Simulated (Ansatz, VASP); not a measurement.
Two plane-wave programs on BN

The input POSCAR:

```
BN
1.0
    2.5051775940      0.0000000000      0.0000000000
   -1.2525887970      2.1695474374      0.0000000000
    0.0000000000      0.0000000000      4.2447116791
B N
2 2
Direct
    0.3333333333      0.6666666667     -0.0003036371
    0.6666666667      0.3333333333      0.4996963629
    0.3333333333      0.6666666667      0.3743036371
    0.6666666667      0.3333333333      0.8743036371
```

INCAR.step1

```
SYSTEM = BN
ALGO     = Normal         ! electronic algorithm
EDIFF    = 1E-4           ! SCF threshold, eV
ENCUT    = 520            ! plane-wave cutoff, eV
GGA      = PE             ! functional
ISMEAR   = 0              ! smearing method
LASPH    = .True.         ! aspherical terms in the spheres
LCHARG   = .False.        ! write CHGCAR
LREAL    = .False.        ! projectors in reciprocal space
LWAVE    = .True.         ! write WAVECAR
NELM     = 80             ! most SCF steps
PREC     = Accurate       ! precision mode
SIGMA    = 0.02           ! smearing width, eV
```

INCAR.step2

```
SYSTEM = BN
ALGO     = Normal         ! electronic algorithm
EDIFF    = 1E-6           ! SCF threshold, eV
EDIFFG   = -0.002         ! ionic threshold
ENCUT    = 520            ! plane-wave cutoff, eV
IBRION   = 2              ! ionic algorithm
ISIF     = 2              ! what is computed and relaxed
ISMEAR   = 0              ! smearing method
ISTART   = 1            
LASPH    = .True.         ! aspherical terms in the spheres
LCHARG   = .False.        ! write CHGCAR
LMIXTAU  = .True.       
LREAL    = .False.        ! projectors in reciprocal space
LWAVE    = .False.        ! write WAVECAR
METAGGA  = R2SCAN         ! meta-GGA
NELM     = 80             ! most SCF steps
NSW      = 60             ! ionic steps
PREC     = Accurate       ! precision mode
SIGMA    = 0.02           ! smearing width, eV
```

File KPOINTS:

```
k-points
0
Gamma
  9 9 6
  0 0 0
```

Input for Ansatz:

```yaml
crystal:
  lattice:
    - [2.505177594, 0.0, 0.0]
    - [-1.252588797, 2.1695474374, 0.0]
    - [0.0, 0.0, 4.2447116791]
  atoms:
    - { symbol: B, position: [0.3333333333, 0.6666666667, -0.0003036371] }
    - { symbol: B, position: [0.6666666667, 0.3333333333, 0.4996963629] }
    - { symbol: "N", position: [0.3333333333, 0.6666666667, 0.3743036371] }
    - { symbol: "N", position: [0.6666666667, 0.3333333333, 0.8743036371] }
basis:
  ecutwfc: 500
kpoints:
  mp_grid: { grid: [9, 9, 6] }
hamiltonian:
  xc: r2scan
  pseudopotentials: { kind: paw, azcp: { folder: soft_1 } }
scf:
  occupations: { method: gaussian, width: 0.02 }
output:
  forces: true
  stress: true
  eigenvalues: true
relax:
  adjacent_minimum: "off"
  f_tol: 0.002
  max_steps: 40
```

Change from the starting cell: strained cell.

Alike in both runs: task relaxation of the atoms; functional r2SCAN; k mesh 9 × 9 × 6; occupations gaussian, width 0.02 eV; no spin polarisation.

```csv
,VASP,Ansatz
version,VASP 6.6.1,Ansatz 0.2.0
potentials or method,"VASP PAW PBE potentials, release 64 (B, N), cutoff 520 eV","scalar-relativistic, plane waves, PAW"
valence electrons in the cell,16,16
```

Ansatz gave:

```
gap on the k mesh at the Fermi level, each at its own relaxed structure (eV) : 5.62
```

Task: Which values does VASP return?

Result: gap on the k mesh at the Fermi level, each at its own relaxed structure (eV): 5.58.

VASP's potentials were made for PBE, not for r2SCAN. Ansatz's warnings: stress scf threshold loose.
